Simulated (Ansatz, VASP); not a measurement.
**MgO: VASP beside Ansatz**

```xyz
2
Lattice="2.1085 2.1085 0.0000 -2.1085 2.1085 0.0000 0.0000 2.1085 2.1085" Properties=species:S:1:pos:R:3 pbc="T T T"
Mg    0.0000    0.0000    0.0000
O     0.0000    2.1085    0.0000
```

Alike in both runs: task relaxation of cell and atoms; functional PBEsol; k mesh 14 × 14 × 14; occupations fermi-dirac, width 0.08 eV; no spin polarisation.

```csv
,VASP,Ansatz
version,VASP 6.6.1,Ansatz 0.2.0
potentials or method,"VASP PAW PBE potentials, release 64 (Mg, O)","PAW with Ansatz's default frozen-core files, scalar-relativistic"
plane-wave cutoff (eV),600,420
valence electrons in the cell,8,16
```

Ansatz gave:

| Quantity | Value |
| --- | --- |
| relaxed volume (Å³/atom) | 9.36 |
| relaxed cell length with the largest relative difference (Å) | 2.980 |

Problem. Which values does VASP return?

Solution. Relaxed volume (Å³/atom): 9.31; relaxed cell length with the largest relative difference (Å): 2.975.

VASP's potentials were made for PBE, not for PBEsol. VASP's potentials hold 8 valence electrons a cell and Ansatz's 16, so a difference there can come from the potentials and not from the codes.
